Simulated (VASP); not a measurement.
# Fe (I4/mmm) in VASP: further runs

Runs on Fe. Level: PBE. Tasks: single point.

All numbers are computed with VASP 6.6.1; they aren't measurements. Logs are shortened: lines on timing, memory, paths and dates and some standing lists are left out, and cuts for length are marked.

### Step 1. The cell of the first run

Symmetry: I4/mmm, No. 139, tetragonal system. The conventional cell has a = 2.903 Å, b = 2.903 Å, c = 2.694 Å, α = 90.00°, β = 90.00°, γ = 90.00°. Fe (site symmetry 4/mmm) has 14 Fe at 2.46 to 2.90 Å within 3.2 Å.

### Step 2. Single point, PBE, collinear spin, ferromagnetic start (volume 11.351 Å^3 an atom, c/a of the conventional cell 0.9280)

Contents of INCAR:

```
  PREC = Accurate
  ENCUT = 520
  EDIFF = 1E-7
  ISMEAR = 0
  SIGMA = 0.15
  LREAL = False
  LASPH = True
  NELM = 150
  ALGO = Fast
  ISIF = 2
  LWAVE = False
  LCHARG = True
  ISPIN = 2
  MAGMOM = 2.44
  LORBIT = 11
  LMAXMIX = 4
  GGA = PE
  LELF = True
  LVHAR = True
  NBANDS = 14
```

Contents of KPOINTS:

```
Automatic mesh
0
Gamma
  12 12 12
```

Contents of POSCAR:

```
Fe
1.0
   -1.4514818390      1.4514818390      1.3469751466
    1.4514818390     -1.4514818390      1.3469751466
    1.4514818390      1.4514818390     -1.3469751466
Fe
1
Direct
    0.0000000000      0.0000000000      0.0000000000
```

Potentials or basis: VASP PAW PBE potentials, release 64 (Fe).

Launch:

```console
$ cat potpaw_PBE.64/Fe/POTCAR > POTCAR
$ mpirun -np 1 vasp_std > vasp.out
```

OUTCAR:

```text
PREC = Accurate
   ENCUT = 520
   EDIFF = 1E-7
   ISMEAR = 0
   LREAL = False
   LASPH = True
   NELM = 150
   ISIF = 2
   ISPIN = 2
   LORBIT = 11
   GGA = PE

 ion  position               nearest neighbor table
   1  0.000  0.000  0.000-

  LATTYP: Found a body centered tetragonal cell.
 ALAT       =     2.9029636780
 C/A-ratio  =     0.9280000000

  Lattice vectors:

 A1 = (  -1.4514818390,   1.4514818390,   1.3469751466)
 A2 = (   1.4514818390,  -1.4514818390,   1.3469751466)
 A3 = (   1.4514818390,   1.4514818390,  -1.3469751466)

Analysis of symmetry for initial positions (statically):
=====================================================================
 Subroutine PRICEL returns:
 Original cell was already a primitive cell.

 Routine SETGRP: Setting up the symmetry group for a
 body centered tetragonal supercell.

 Subroutine GETGRP returns: Found 16 space group operations
 (whereof 16 operations were pure point group operations)
 out of a pool of 16 trial point group operations.

The static configuration has the point symmetry D_4h.

Analysis of symmetry for dynamics (positions and initial velocities):
=====================================================================
 Subroutine PRICEL returns:
 Original cell was already a primitive cell.

 Routine SETGRP: Setting up the symmetry group for a
 body centered tetragonal supercell.

 Subroutine GETGRP returns: Found 16 space group operations
 (whereof 16 operations were pure point group operations)
 out of a pool of 16 trial point group operations.

The dynamic configuration has the point symmetry D_4h.

Analysis of structural, dynamic, and magnetic symmetry:
=====================================================================
 Subroutine PRICEL returns:
 Original cell was already a primitive cell.

 Routine SETGRP: Setting up the symmetry group for a
 body centered tetragonal supercell.

 Subroutine GETGRP returns: Found 16 space group operations
 (whereof 16 operations were pure point group operations)
 out of a pool of 16 trial point group operations.

The overall configuration has the point symmetry D_4h.

 Subroutine INISYM returns: Found 16 space group operations
 (whereof 16 operations are pure point group operations),
 and found     1 'primitive' translations

----------------------------------------------------------------------------------------

                                     Primitive cell

  volume of cell :      11.3512

  direct lattice vectors                    reciprocal lattice vectors
    -1.451481839  1.451481839  1.346975147     0.000000000  0.344475547  0.371202098
     1.451481839 -1.451481839  1.346975147     0.344475547  0.000000000  0.371202098
[... 119 lines left out ...]
 maximum number of plane-waves:       321
   NGX =  9   NGY =  9   NGZ =  9

 number of electron       8.0000000 magnetization       2.2039271

 Free energy of the ion-electron system (eV)
  ---------------------------------------------------
  ext. energy  EPLUGINS =         0.00000000
  ---------------------------------------------------
  free energy    TOTEN  =        -8.23066593 eV

  energy without entropy =       -8.21942794  energy(sigma->0) =       -8.22504694

 E-fermi :   5.8584     XC(G=0): -13.1194

 val. band max:        5.8454908295   @ k =  -0.3333   0.5000   0.2500
 cond. band min:       5.8623797460   @ k =  -0.4167   0.5000   0.3333
 fundamental gap:      0.0168889165
 Fermi energy:         5.8583678406

 spin component 1

 k-point     1 :       0.0000    0.0000    0.0000
  band No.  band energies     occupation
      1      -2.6128      1.00000
      2       3.2766      1.00000
      3       3.6990      1.00000
      4       3.6990      1.00000
      5       4.5086      1.00000
      6       4.9149      1.00000
      7      30.1888      0.00000
      8      30.1888      0.00000
      9      32.1256      0.00000
     10      35.3876      0.00000
     11      36.5903      0.00000
     12      36.6403      0.00000
     13      37.9953      0.00000
     14      37.9953      0.00000
[... 379 lines left out ...]
      3       3.2077      1.00000
      4       4.6773      1.00000
      5       4.9189      1.00000
      6       6.5116      0.00000
      7      19.0086      0.00000
      8      20.3637      0.00000
      9      26.5434      0.00000
     10      31.0668      0.00000
     11      37.2315      0.00000
     12      38.5502      0.00000
     13      43.6151      0.00000
     14      45.4637      0.00000

 [... further k-points ...]

 spin component 2

 k-point     1 :       0.0000    0.0000    0.0000
  band No.  band energies     occupation
      1      -2.4278      1.00000
      2       5.0828      1.00000
      3       5.6771      0.95630
      4       5.6771      0.95628
      5       7.1506      0.00000
      6       7.7762      0.00000
      7      29.9844      0.00000
      8      29.9844      0.00000
      9      31.9189      0.00000
     10      35.7207      0.00000
     11      36.7159      0.00000
     12      37.2309      0.00000
     13      39.0849      0.00000
     14      39.0849      0.00000
[... 379 lines left out ...]
      3       4.8216      1.00000
      4       7.1391      0.00000
      5       7.6168      0.00000
      6       8.4782      0.00000
      7      19.8043      0.00000
      8      20.9868      0.00000
      9      27.0551      0.00000
     10      31.3327      0.00000
     11      37.4740      0.00000
     12      38.9404      0.00000
     13      43.9578      0.00000
     14      46.0977      0.00000

 [... further k-points ...]
[... 5 lines left out ...]
  --------------------------------------------------------------------------------------
  -------------------------------------------------------------------------------------
  Total       -0.2162454     -0.2162454      0.5732935      0.0000000      0.0000000      0.0000000
  in kB      -30.5221203    -30.5221203     80.9179362      0.0000000      0.0000000      0.0000000
  external PRESSURE =       6.6245652 kB  Pullay stress =       0.0000000 kB

 VOLUME and BASIS-vectors are now :
 -----------------------------------------------------------------------------
  energy-cutoff  :      520.00
  volume of cell :       11.35
      direct lattice vectors                 reciprocal lattice vectors
    -1.451481839  1.451481839  1.346975147     0.000000000  0.344475547  0.371202098
     1.451481839 -1.451481839  1.346975147     0.344475547  0.000000000  0.371202098
     1.451481839  1.451481839 -1.346975147     0.344475547  0.344475547  0.000000000

 POSITION                                       TOTAL-FORCE (eV/Angst)
 -----------------------------------------------------------------------------------
      0.00000      0.00000      0.00000        -0.000000      0.000000      0.000000
 -----------------------------------------------------------------------------------
    total drift:                                0.000000     -0.000000      0.000000

  FREE ENERGIE OF THE ION-ELECTRON SYSTEM (eV)
  ---------------------------------------------------
  free  energy   TOTEN  =        -8.2306659287 eV

  energy  without entropy=       -8.2194279438  energy(sigma->0) =       -8.22504694

 total charge

# of ion       s       p       d       tot
------------------------------------------
    1        0.489   0.541   6.242   7.272

 magnetization (x)

# of ion       s       p       d       tot
------------------------------------------
    1       -0.013  -0.050   2.261   2.198
```

OSZICAR:

```text
N       E                     dE             d eps       ncg     rms          rms(c)
DAV:   1     0.215462393762E+02    0.21546E+02   -0.37954E+03  9922   0.696E+02
DAV:   2    -0.837090564335E+01   -0.29917E+02   -0.27510E+02  9926   0.129E+02
DAV:   3    -0.924539090717E+01   -0.87449E+00   -0.86730E+00 11122   0.227E+01
DAV:   4    -0.924820741804E+01   -0.28165E-02   -0.28162E-02 10520   0.117E+00
DAV:   5    -0.924822128915E+01   -0.13871E-04   -0.13870E-04 11138   0.837E-02    0.113E+01
RMM:   6    -0.830332685975E+01    0.94489E+00   -0.15217E+00 11533   0.133E+01    0.598E+00
RMM:   7    -0.824650940921E+01    0.56817E-01   -0.61344E-02 11680   0.271E+00    0.361E+00
RMM:   8    -0.823735110274E+01    0.91583E-02   -0.81722E-03 11527   0.651E-01    0.144E+00
RMM:   9    -0.823083369476E+01    0.65174E-02   -0.18077E-03 11388   0.282E-01    0.413E-01
RMM:  10    -0.823055593303E+01    0.27776E-03   -0.34867E-04 11495   0.186E-01    0.119E-01
RMM:  11    -0.823067206145E+01   -0.11613E-03   -0.96185E-05 11652   0.832E-02    0.748E-02
RMM:  12    -0.823066660945E+01    0.54520E-05   -0.15051E-05 11840   0.361E-02    0.226E-02
RMM:  13    -0.823066609729E+01    0.51216E-06   -0.33205E-06 12006   0.139E-02    0.878E-03
RMM:  14    -0.823066587244E+01    0.22485E-06   -0.80454E-07 11796   0.697E-03    0.312E-03
RMM:  15    -0.823066592867E+01   -0.56227E-07   -0.20235E-07 10011   0.316E-03
   1 F= -.82306659E+01 E0= -.82250469E+01  d E =-.112380E-01  mag=     2.2039
```

Wall time 100 s (1 thread of AMD EPYC, shared host); peak memory 0.12 GiB.

Results:

| Property | Result |
| --- | --- |
| Free energy | -8.2307 eV |
| Pressure | 0.7 GPa |
| Net moment | 2.20 μB per cell |
| Site moments | Fe +2.20 μB |
| Valence electrons inside the program's atomic spheres | Fe 7.27 |

Stress tensor (GPa, compression positive):
```
-3.05  0.00  0.00
 0.00 -3.05  0.00
 0.00  0.00  8.09
```

### Step 3. Single point, PBE, collinear spin, ferromagnetic start (volume 11.351 Å^3 an atom, c/a of the conventional cell 1.2513)

Contents of INCAR:

```
PREC = Accurate
ENCUT = 520
EDIFF = 1E-7
ISMEAR = 0
SIGMA = 0.15
LREAL = F
LASPH = T
NELM = 150
ALGO = Normal
ISIF = 2
LWAVE = F
LCHARG = F
ISPIN = 2
MAGMOM = 2.44
LORBIT = 11
LMAXMIX = 4
GGA = PE
NBANDS = 14
```

Contents of KPOINTS:

```
regular mesh
0
Gamma
  12 12 12
```

Contents of POSCAR:

```
Fe
1.0
   -1.3138338597      1.3138338597      1.6440003087
    1.3138338597     -1.3138338597      1.6440003087
    1.3138338597      1.3138338597     -1.6440003087
Fe
1
Direct
    0.0000000000      0.0000000000      0.0000000000
```

Potentials or basis: VASP PAW PBE potentials, release 64 (Fe).

Launch:

```console
$ cat potpaw_PBE.64/Fe/POTCAR > POTCAR
$ mpirun -np 1 vasp_std > vasp.out
```

Run time: 98 s. Hardware: 1 thread of AMD EPYC, shared host; peak memory 0.12 GiB.

It converged, with:

- Free energy: -8.1435 eV
- Pressure: 3.4 GPa
- Net moment: 2.25 μB per cell
- Site moments: Fe +2.24 μB
- Valence electrons inside the program's atomic spheres: Fe 7.27

Stress tensor (GPa, compression positive):
```
 8.91  0.00  0.00
 0.00  8.91  0.00
 0.00  0.00 -7.54
```

Levels at points of the mesh, in eV from the Fermi level:
Spin up:
```tsv
k point	band 3	band 4	band 5	band 6	band 7	band 8
(0.00, 0.00, 0.00)	-2.44	-1.88	-1.59	-1.01	22.70	26.22
(0.50, 0.00, 0.00)	-2.09	-0.51	0.03	0.06	6.77	20.21
(0.50, 0.50, 0.00)	-0.50	-0.37	0.37	1.83	8.99	15.68
(0.50, 0.50, 0.50)	-0.25	0.19	0.19	4.86	12.03	12.95
```
Spin down:
| k point | band 1 | band 2 | band 3 | band 4 | band 5 | band 6 | band 7 |
| --- | --- | --- | --- | --- | --- | --- | --- |
| (0.00, 0.00, 0.00) | -8.32 | -0.58 | -0.58 | 0.54 | 0.78 | 1.93 | 22.39 |
| (0.50, 0.00, 0.00) | -3.71 | -0.86 | 0.16 | 0.43 | 2.17 | 2.40 | 8.20 |
| (0.50, 0.50, 0.00) | -3.58 | -2.65 | 2.04 | 2.30 | 2.37 | 2.55 | 10.37 |
| (0.50, 0.50, 0.50) | -3.32 | -2.79 | 2.29 | 2.35 | 2.35 | 5.10 | 13.29 |

(Part 1 of 2 ends here.)
